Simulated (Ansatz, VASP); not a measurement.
One calculation of YbNi3B2, two programs

File INCAR:

```
ALGO = Normal
EDIFF = 1E-7
ENCUT = 520
GGA = PE
ISIF = 2
ISMEAR = -1
LASPH = True
LCHARG = True
LELF = True
LREAL = False
LVHAR = True
LWAVE = False
NBANDS = 39
NELM = 60
PREC = Accurate
SIGMA = 0.0134
```

KPOINTS

```
k-points
0
Gamma
  6 6 8
```

Contents of POSCAR:

```
YbNi3B2
1.0
    4.9664680000      0.0000000000      0.0000000000
   -2.4832340000      4.3010920000      0.0000000000
    0.0000000000      0.0000000000      2.9919550000
Yb Ni B
1 3 2
Direct
    0.0000000000      0.0000000000      0.0000000000
    0.5000000000      0.0000000000      0.5000000000
    0.5000000000      0.5000000000      0.5000000000
    0.0000000000      0.5000000000      0.5000000000
    0.3333000000      0.6667000000      0.0000000000
    0.6666000000      0.3333000000      0.0000000000
```

Input for Ansatz:

```yaml
crystal:
  lattice:
    - [4.966468, 0.0, 0.0]
    - [-2.483234, 4.301092, 0.0]
    - [0.0, 0.0, 2.991955]
  atoms:
    - { symbol: Yb, position: [0.0, 0.0, 0.0] }
    - { symbol: Ni, position: [0.5, 0.0, 0.5] }
    - { symbol: Ni, position: [0.5, 0.5, 0.5] }
    - { symbol: Ni, position: [0.0, 0.5, 0.5] }
    - { symbol: B, position: [0.3333, 0.6667, 0.0] }
    - { symbol: B, position: [0.6666, 0.3333, 0.0] }
kpoints:
  mp_grid: { grid: [6, 6, 8], shift: [0, 0, 0] }
  band_path:
    path:
      - [0.0, 0.0, 0.0]
      - [0.4999998, 2.6e-07, 0.0]
      - [0.3333332, 0.33333373, 0.0]
      - [0.0, 0.0, 0.0]
      - [0.0, 0.0, 0.5]
      - [0.4999998, 2.6e-07, 0.5]
      - [0.3333332, 0.33333373, 0.5]
      - [0.0, 0.0, 0.5]
      - [0.4999998, 2.6e-07, 0.5]
      - [0.4999998, 2.6e-07, 0.0]
      - [0.3333332, 0.33333373, 0.5]
    npoints: 6
magnetization:
  spin_polarized: false
scf:
  occupations: { method: fermi_dirac, width: 0.0134 }
  lower_state_search: "off"
  max_iter: 200
hamiltonian:
  pseudopotentials: { kind: paw }
  xc: pbe
basis:
  ecutwfc: 420
  fft_grid_basis: typed
output:
  forces: true
  stress: true
  eigenvalues: true
  bader: true
  populations: true
  elf: true
  write_potential: true
  volumetric_format: npy
  dos:
    e_range: [-12, 8]
    de: 0.05
    projected: { site_lists: { B: [B], Ni: [Ni], Yb: [Yb] } }
checkpoint:
  read: saved_state
```

Alike in both runs: task single point; functional PBE; k mesh 6 × 6 × 8; occupations fermi-dirac, width 0.0134 eV; no spin polarisation.

|  | VASP | Ansatz |
| --- | --- | --- |
| version | VASP 6.6.1 | Ansatz 0.2.0 |
| potentials or method | VASP PAW PBE potentials, release 64 (Yb, Ni, B), cutoff 520 eV | PAW plane waves |
| valence electrons in the cell | 60 | 84 |

Ansatz gave:

| Quantity | Value |
| --- | --- |
| pressure (GPa) | 8.4 |
| traceless stress, the component that is largest in VASP (GPa) | 3.05 |

Task: What did VASP give for the same quantities?

Result: Pressure (GPa): 8.7; traceless stress, the component that is largest in VASP (GPa): 3.06.

VASP's potentials hold 60 valence electrons a cell and Ansatz's 84, so a difference there can come from the potentials and not from the codes.

Neither program's run includes spin-orbit coupling.
